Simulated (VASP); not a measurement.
# CdS (Fm-3m) in VASP: a series of runs

CdS is run at these levels: PBEsol, PBE; tasks: single point.

Program: VASP 6.6.1. These are calculated values, not measurements. Logs are shortened: lines on timing, memory, paths and dates and some standing lists are left out, and cuts for length are marked.

**1. The cell of the first run**

Symmetry: Fm-3m, No. 225, cubic system. The conventional cell has a = 5.432 Å, b = 5.432 Å, c = 5.432 Å, α = 90.00°, β = 90.00°, γ = 90.00°. Within 3.6 Å of Cd (site symmetry m-3m) lie 6 S at 2.72 Å. S (site symmetry m-3m) has 6 Cd at 2.72 Å within 3.6 Å.

**2. Single point, PBEsol**

INCAR

```
ALGO     = Normal         # electronic algorithm
EDIFF    = 1E-6           # SCF threshold, eV
ENCUT    = 540            # plane-wave cutoff, eV
GGA      = PS             # functional
GGA_COMPAT= F            
ISIF     = 2              # what is computed and relaxed
ISMEAR   = -1             # smearing method
LASPH    = T              # aspherical terms in the spheres
LCHARG   = F              # write CHGCAR
LREAL    = F              # projectors in reciprocal space
LWAVE    = F              # write WAVECAR
NBANDS   = 20             # bands
NELM     = 120            # most SCF steps
PREC     = Accurate       # precision mode
SIGMA    = 0.05           # smearing width, eV
```

KPOINTS

```
k-points
0
Gamma
  8 8 8
```

POSCAR

```
CdS
1.0
    0.0000000000      2.7160334386      2.7160334386
    2.7160334386      0.0000000000      2.7160334386
    2.7160334386      2.7160334386      0.0000000000
Cd S
1 1
Direct
    0.0000000000      0.0000000000      0.0000000000
    0.5000000000      0.5000000000      0.5000000000
```

Potentials or basis: VASP PAW PBE potentials, release 64 (Cd_sv_GW, S).

Started as:

```sh
$ cat potpaw_PBE.64/Cd_sv_GW/POTCAR potpaw_PBE.64/S/POTCAR > POTCAR
$ mpirun -np 1 vasp_std > vasp.out
```

OUTCAR:

```text
EDIFF = 1E-6
   ENCUT = 540
   GGA = PS
   ISIF = 2
   ISMEAR = -1
   LASPH = T
   LREAL = F
   NELM = 120
   PREC = Accurate

 ion  position               nearest neighbor table
   1  0.000  0.000  0.000-   2 2.72   2 2.72   2 2.72   2 2.72   2 2.72   2 2.72
   2  0.500  0.500  0.500-   1 2.72   1 2.72   1 2.72   1 2.72   1 2.72   1 2.72

  LATTYP: Found a face centered cubic cell.
 ALAT       =     5.4320668772

  Lattice vectors:

 A1 = (   0.0000000000,   2.7160334386,   2.7160334386)
 A2 = (   2.7160334386,   0.0000000000,   2.7160334386)
 A3 = (   2.7160334386,   2.7160334386,   0.0000000000)

Analysis of symmetry for initial positions (statically):
=====================================================================
 Subroutine PRICEL returns:
 Original cell was already a primitive cell.

 Routine SETGRP: Setting up the symmetry group for a
 face centered cubic supercell.

 Subroutine GETGRP returns: Found 48 space group operations
[... 9 lines left out ...]

 Routine SETGRP: Setting up the symmetry group for a
 face centered cubic supercell.

 Subroutine GETGRP returns: Found 48 space group operations
[... 11 lines left out ...]
                                     Primitive cell

  volume of cell :      40.0715

  direct lattice vectors                    reciprocal lattice vectors
     0.000000000  2.716033439  2.716033439    -0.184091990  0.184091990  0.184091990
     2.716033439  0.000000000  2.716033439     0.184091990 -0.184091990  0.184091990
     2.716033439  2.716033439  0.000000000     0.184091990  0.184091990 -0.184091990

  length of vectors
     3.841051325  3.841051325  3.841051325     0.318856680  0.318856680  0.318856680

  position of ions in fractional coordinates (direct lattice)
     0.000000000  0.000000000  0.000000000
     0.500000000  0.500000000  0.500000000

  ion indices of the primitive-cell ions
   primitive index   ion index
                 1           1
                 2           2

----------------------------------------------------------------------------------------

 KPOINTS: k-points

Automatic generation of k-mesh.
 Grid dimensions read from file:
 generate k-points for:    8    8    8

 Generating k-lattice:

  Cartesian coordinates                     Fractional coordinates (reciprocal lattice)
    -0.023011499  0.023011499  0.023011499     0.125000000  0.000000000  0.000000000
     0.023011499 -0.023011499  0.023011499     0.000000000  0.125000000  0.000000000
     0.023011499  0.023011499 -0.023011499     0.000000000  0.000000000  0.125000000

  Length of vectors
     0.039857085  0.039857085  0.039857085

  Shift w.r.t. Gamma in fractional coordinates (k-lattice)
     0.000000000  0.000000000  0.000000000

 Subroutine IBZKPT returns following result:
 ===========================================

 Found     29 irreducible k-points:

 Following reciprocal coordinates:
            Coordinates               Weight
  0.000000  0.000000  0.000000      1.000000
  0.125000  0.000000  0.000000      8.000000
  0.250000  0.000000  0.000000      8.000000
  0.375000  0.000000  0.000000      8.000000
  0.500000  0.000000  0.000000      4.000000
  0.125000  0.125000  0.000000      6.000000
[... 16 lines left out ...]
  0.500000  0.250000  0.125000     48.000000
 -0.375000  0.250000  0.125000     24.000000
 [... further k-points ...]
   k-points           NKPTS =     29   k-points in BZ     NKDIM =     29   number of bands    NBANDS=     20
   number of dos      NEDOS =    301   number of ions     NIONS =      2
   total plane-waves  NPLWV =  27000
   dimension x,y,z NGX =    30 NGY =   30 NGZ =   30
   dimension x,y,z NGXF=    60 NGYF=   60 NGZF=   60
   ions per type =               1   1
   NGX,Y,Z   is equivalent  to a cutoff of  12.98, 12.98, 12.98 a.u.
   NGXF,Y,Z  is equivalent  to a cutoff of  25.97, 25.97, 25.97 a.u.
 SYSTEM =  unknown system
   PREC   = accura    normal or accurate (medium, high low for compatibility)
   ISTART =      0    job   : 0-new  1-cont  2-samecut
   ICHARG =      2    charge: 1-file 2-atom 10-const
   ISPIN  =      1    spin polarized calculation?
   LNONCOLLINEAR =      F non collinear calculations
   LSORBIT =      F    spin-orbit coupling
   LASPH  =      T    aspherical Exc in radial PAW
   ENCUT  =  540.0 eV  39.69 Ry    6.30 a.u.   7.28  7.28  7.28*2*pi/ulx,y,z
   NELM   =    120;   NELMIN=  2; NELMDL= -5     # of ELM steps
   EDIFF  = 0.1E-05   stopping-criterion for ELM
   LREAL  =      F    real-space projection
   EDIFFG = 0.1E-04   stopping-criterion for IOM
   NSW    =      0    number of steps for IOM
   IBRION =     -1    ionic relax: 0-MD 1-quasi-New 2-CG
   NFREE  =      0    steps in history (QN), initial steepest desc. (CG)
   ISIF   =      2    stress and relaxation
   ISYM   =      2    0-nonsym 1-usesym 2-fastsym
   POTIM  = 0.5000    time-step for ionic-motion
   TEBEG  =    0.0;   TEEND  =   0.0 temperature during run
   PSTRESS=    0.0 pullay stress
   NELECT =      26.0000    total number of electrons
   NUPDOWN=      -1.0000    fix difference up-down
   EMIN   =  10.00;   EMAX   =-10.00  energy-range for DOS
   EFERMI =   0.00;   METHOD = LEGACY
   ISMEAR =    -1;   SIGMA  =   0.05  broadening in eV -4-tet -1-fermi 0-gaus
   EFERMI_NEDOS =   21; number of points for ismear=-14 and -15
   IALGO  =     38    algorithm
   IMIX   =      4    mixing-type and parameters
     AMIX     =   0.40;   BMIX     =  1.00
     AMIX_MAG =   1.60;   BMIX_MAG =  1.00
  volume/ion in A,a.u.               =      20.04       135.21
  Fermi-wavevector in a.u.,A,eV,Ry     =   1.417275  2.678262 27.329598  2.008669
  Thomas-Fermi vector in A             =   2.538522
   LORBIT       =      0    0 simple, 1 ext, 2 COOP (PROOUT), +10 PAW based schemes
   GGA     = PS    functional components
   LHFCALC =     F    Hartree Fock is set to
   AEXX    =    0.0000 exact exchange contribution
   IVDW    =     0    specifies the selected vdW correction
   LEPSILON=     F    determine dielectric tensor
   LRPA    =     F    only Hartree local field effects (RPA)
 non-spin polarized calculation
  energy-cutoff  :      540.00
  volume of cell :       40.07
 maximum number of plane-waves:      1158
 NGX is ok and might be reduce to    30
   NGX = 15   NGY = 15   NGZ = 15

 number of electron      25.9999998 magnetization

 Free energy of the ion-electron system (eV)
  ---------------------------------------------------
  ext. energy  EPLUGINS =         0.00000000
  ---------------------------------------------------
  free energy    TOTEN  =        -6.72959949 eV

  energy without entropy =       -6.72776431  energy(sigma->0) =       -6.72868190

 E-fermi :   5.0796     XC(G=0): -10.8574

 val. band max:        5.0726769012   @ k =   0.5000   0.5000   0.0000
 cond. band min:       5.8267219266   @ k =   0.0000   0.0000   0.0000
 fundamental gap:      0.7540450254
 Fermi energy:         5.0795548183

 k-point     1 :       0.0000    0.0000    0.0000
  band No.  band energies     occupation
      1     -96.5713      2.00000
      2     -57.6709      2.00000
      3     -57.6709      2.00000
      4     -57.6709      2.00000
      5      -8.0361      2.00000
      6      -2.7058      2.00000
[... 12 lines left out ...]
     19      16.3867      0.00000
     20      16.3870      0.00000

 k-point     2 :       0.1250    0.0000    0.0000
  band No.  band energies     occupation
      1     -96.5714      2.00000
      2     -57.6715      2.00000
      3     -57.6711      2.00000
      4     -57.6711      2.00000
      5      -7.8949      2.00000
      6      -2.7572      2.00000
[... 12 lines left out ...]
     19      15.1963      0.00000
     20      15.9323      0.00000

 k-point     3 :       0.2500    0.0000    0.0000
  band No.  band energies     occupation
      1     -96.5714      2.00000
      2     -57.6716      2.00000
      3     -57.6715      2.00000
      4     -57.6715      2.00000
      5      -7.5142      2.00000
      6      -2.8780      2.00000
[... 12 lines left out ...]
     19      15.7150      0.00000
     20      15.7150      0.00000

 k-point     4 :       0.3750    0.0000    0.0000
  band No.  band energies     occupation
      1     -96.5714      2.00000
      2     -57.6727      2.00000
      3     -57.6716      2.00000
      4     -57.6716      2.00000
      5      -7.0519      2.00000
      6      -2.9926      2.00000
[... 12 lines left out ...]
     19      16.9305      0.00000
     20      16.9305      0.00000

 k-point     5 :       0.5000    0.0000    0.0000
  band No.  band energies     occupation
      1     -96.5714      2.00000
      2     -57.6734      2.00000
      3     -57.6717      2.00000
      4     -57.6717      2.00000
      5      -6.8229      2.00000
      6      -3.0387      2.00000
[... 12 lines left out ...]
     19      17.7873      0.00000
     20      17.7873      0.00000

 k-point     6 :       0.1250    0.1250    0.0000
  band No.  band energies     occupation
      1     -96.5714      2.00000
      2     -57.6715      2.00000
      3     -57.6713      2.00000
      4     -57.6713      2.00000
      5      -7.8546      2.00000
      6      -2.8145      2.00000
[... 12 lines left out ...]
     19      17.4035      0.00000
     20      17.5661      0.00000

 k-point     7 :       0.2500    0.1250    0.0000
  band No.  band energies     occupation
      1     -96.5714      2.00000
      2     -57.6716      2.00000
      3     -57.6714      2.00000
      4     -57.6714      2.00000
      5      -7.5741      2.00000
      6      -2.9054      2.00000
[... 12 lines left out ...]
     19      16.8953      0.00000
     20      17.3003      0.00000
[... 277 lines left out ...]
 k-point    20 :      -0.3750    0.3750    0.0000
  band No.  band energies     occupation
      1     -96.5713      2.00000
      2     -57.6727      2.00000
      3     -57.6722      2.00000
      4     -57.6716      2.00000
      5      -6.9324      2.00000
      6      -2.8339      2.00000
[... 12 lines left out ...]
     19      17.7123      0.00000
     20      20.6921      0.00000

 k-point    21 :       0.5000    0.5000    0.0000
  band No.  band energies     occupation
      1     -96.5713      2.00000
      2     -57.6730      2.00000
      3     -57.6717      2.00000
      4     -57.6717      2.00000
      5      -7.0721      2.00000
      6      -2.8778      2.00000
[... 12 lines left out ...]
     19      19.4677      0.00000
     20      19.6421      0.00000

 k-point    22 :       0.3750    0.2500    0.1250
  band No.  band energies     occupation
      1     -96.5713      2.00000
      2     -57.6719      2.00000
      3     -57.6716      2.00000
      4     -57.6713      2.00000
      5      -7.3011      2.00000
      6      -2.9204      2.00000
[... 12 lines left out ...]
     19      18.0474      0.00000
     20      18.8578      0.00000

 k-point    23 :       0.5000    0.2500    0.1250
  band No.  band energies     occupation
      1     -96.5714      2.00000
      2     -57.6727      2.00000
      3     -57.6718      2.00000
      4     -57.6715      2.00000
      5      -7.0012      2.00000
      6      -2.9119      2.00000
[... 12 lines left out ...]
     19      18.5201      0.00000
     20      19.0147      0.00000

 k-point    24 :      -0.3750    0.2500    0.1250
  band No.  band energies     occupation
      1     -96.5714      2.00000
      2     -57.6731      2.00000
      3     -57.6720      2.00000
      4     -57.6718      2.00000
      5      -6.8676      2.00000
      6      -2.9587      2.00000
[... 12 lines left out ...]
     19      17.2698      0.00000
     20      19.3846      0.00000

 [... further k-points ...]
[... 5 lines left out ...]
  --------------------------------------------------------------------------------------
  -------------------------------------------------------------------------------------
  Total       -0.6736254     -0.6736254     -0.6736254     -0.0000000      0.0000000     -0.0000000
  in kB      -26.9335554    -26.9335554    -26.9335554     -0.0000000      0.0000000     -0.0000000
  external PRESSURE =     -26.9335554 kB  Pullay stress =       0.0000000 kB

 VOLUME and BASIS-vectors are now :
 -----------------------------------------------------------------------------
  energy-cutoff  :      540.00
  volume of cell :       40.07
      direct lattice vectors                 reciprocal lattice vectors
     0.000000000  2.716033439  2.716033439    -0.184091990  0.184091990  0.184091990
     2.716033439  0.000000000  2.716033439     0.184091990 -0.184091990  0.184091990
     2.716033439  2.716033439  0.000000000     0.184091990  0.184091990 -0.184091990

 POSITION                                       TOTAL-FORCE (eV/Angst)
 -----------------------------------------------------------------------------------
      0.00000      0.00000      0.00000        -0.000000      0.000000     -0.000000
      2.71603      2.71603      2.71603         0.000000     -0.000000      0.000000
 -----------------------------------------------------------------------------------
    total drift:                               -0.000000      0.000000      0.000000

  FREE ENERGIE OF THE ION-ELECTRON SYSTEM (eV)
  ---------------------------------------------------
  free  energy   TOTEN  =        -6.7295994867 eV

  energy  without entropy=       -6.7277643074  energy(sigma->0) =       -6.72868190
```

Wall time 13 s (1 thread of Intel Xeon 6975P-C (Granite Rapids), shared host); peak memory 0.19 GiB.

Results:

- Free energy: -6.7296 eV
- Pressure: -2.7 GPa

Levels at points of the mesh, in eV from the Fermi level:
| k point | band 11 | band 12 | band 13 | band 14 | band 15 | band 16 |
| --- | --- | --- | --- | --- | --- | --- |
| (0.00, 0.00, 0.00) | -0.96 | -0.96 | -0.96 | 0.75 | 9.02 | 9.02 |
| (0.50, 0.00, 0.00) | -5.15 | -0.14 | -0.14 | 3.18 | 5.63 | 5.63 |
| (0.50, 0.50, 0.00) | -4.60 | -2.41 | -2.41 | -0.01 | 5.73 | 9.69 |

Caveat: the PAW data sets were made with another functional, which shifts forces and pressure a little.

(Part 1 of 2 ends here.)
